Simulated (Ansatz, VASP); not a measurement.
Ga in VASP and in Ansatz

The input INCAR:

```
  PREC = Accurate
  ENCUT = 520
  EDIFF = 1E-6
  ISMEAR = -1
  SIGMA = 0.03
  LREAL = False
  LASPH = True
  NELM = 60
  ALGO = Normal
  ISIF = 2
  LWAVE = False
  LCHARG = True
  GGA = PE
  LELF = True
  LVHAR = True
  NBANDS = 20
```

The input KPOINTS:

```
Automatic mesh
0
Gamma
  14 14 11
```

Contents of POSCAR:

```
Ga
1.0
    1.3643085195     -3.9720811669      0.0000000000
    1.3643085195      3.9720811669      0.0000000000
   -0.1158626432      0.0000000000      3.2849254291
Ga
2
Direct
    0.8690000000      0.1310000000      0.2500000000
    0.1310000000      0.8690000000      0.7500000000
```

Input for Ansatz:

```yaml
crystal:
  lattice:
    - [1.3643085195, -3.9720811669, 0.0]
    - [1.3643085195, 3.9720811669, 0.0]
    - [-0.1158626432, 0.0, 3.2849254291]
  atoms:
    - { symbol: Ga, position: [0.869, 0.131, 0.25] }
    - { symbol: Ga, position: [0.131, 0.869, 0.75] }
kpoints:
  mp_grid: { grid: [14, 14, 11] }
  band_path:
    path:
      - [0.0, 0.0, 0.0]
      - [-0.5, 0.5, 0.0]
      - [-0.5, 0.5, 0.5]
      - [0.0, 0.0, 0.5]
      - [0.0, 0.0, 0.0]
      - [-0.5, 0.0, 0.5]
      - [0.0, 0.0, 0.0]
      - [-0.5, 0.0, 0.0]
    npoints: 5
scf:
  occupations: { method: fermi_dirac, width: 0.03 }
hamiltonian:
  xc: pbe
  pseudopotentials: { kind: all_electron, lapw: { basis_error: 0.0005 } }
output:
  forces: true
  stress: true
  eigenvalues: true
```

Change from the starting cell: volume scaled by 0.96.

Alike in both runs: task single point; functional PBE; k mesh 14 × 14 × 11; occupations fermi-dirac, width 0.03 eV; no spin polarisation.

|  | VASP | Ansatz |
| --- | --- | --- |
| version | VASP 6.6.1 | Ansatz 0.2.0 |
| potentials or method | VASP PAW PBE potentials, release 64 (Ga_d), cutoff 520 eV | all-electron LAPW, scalar-relativistic |

|  | VASP | Ansatz | Ansatz less VASP |
| --- | --- | --- | --- |
| pressure (GPa) | 4.6 | 4.4 | -0.16 |
| traceless stress, the component that is largest in VASP (GPa) | -0.32 | -0.29 | +0.031 |
| rms of the force components (eV/Å) | 0.120 | 0.119 | -0.0007 |

Atom by atom the forces differ by 0.001 eV/Å (rms over components). Ansatz ran all-electron here, and VASP with PAW potentials.
